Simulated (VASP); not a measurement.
Input of a VASP 6.6.1 run:

Contents of INCAR:

```
SYSTEM = Cu
ALGO     = Normal         ! electronic algorithm
EDIFF    = 1E-6           ! SCF threshold, eV
ENCUT    = 820            ! plane-wave cutoff, eV
GGA      = PE             ! functional
GGA_COMPAT= .FALSE.      
ISIF     = 2              ! what is computed and relaxed
ISMEAR   = 0              ! smearing method
LASPH    = .TRUE.         ! aspherical terms in the spheres
LCHARG   = .TRUE.         ! write CHGCAR
LELF     = .TRUE.         ! ELF
LREAL    = .FALSE.        ! projectors in reciprocal space
LVHAR    = .TRUE.       
LWAVE    = .FALSE.        ! write WAVECAR
NBANDS   = 26             ! bands
NELM     = 120            ! most SCF steps
PREC     = Accurate       ! precision mode
SIGMA    = 0.1            ! smearing width, eV
```

The input KPOINTS:

```
k-points
0
G
  14 14 16
  0 0 0
```

POSCAR

```
Cu
1.0
    3.0395936989      0.0000000000      0.0000000000
    0.0000000000      3.0395936989      0.0000000000
    0.0000000000      0.0000000000      2.8418841200
Cu
2
Direct
    0.0000000000      0.0000000000      0.0000000000
    0.5000000000      0.5000000000      0.5000000000
```

Potentials or basis: VASP PAW PBE potentials, release 64 (Cu_sv_GW).

Run with:

```console
$ cat potpaw_PBE.64/Cu_sv_GW/POTCAR > POTCAR
$ mpirun -np 1 vasp_std > vasp.out
```

Question: Estimate the pressure.

Answer: -11.3 GPa.

Question: Estimate the band gap on the k mesh.

Answer: Zero (bands 19 and 20 overlap by 7.18 eV).

Caveat: the cell differs from its parent crystal (equal strain along all axes, cell held: +3.0 %); the cell stands under tension.
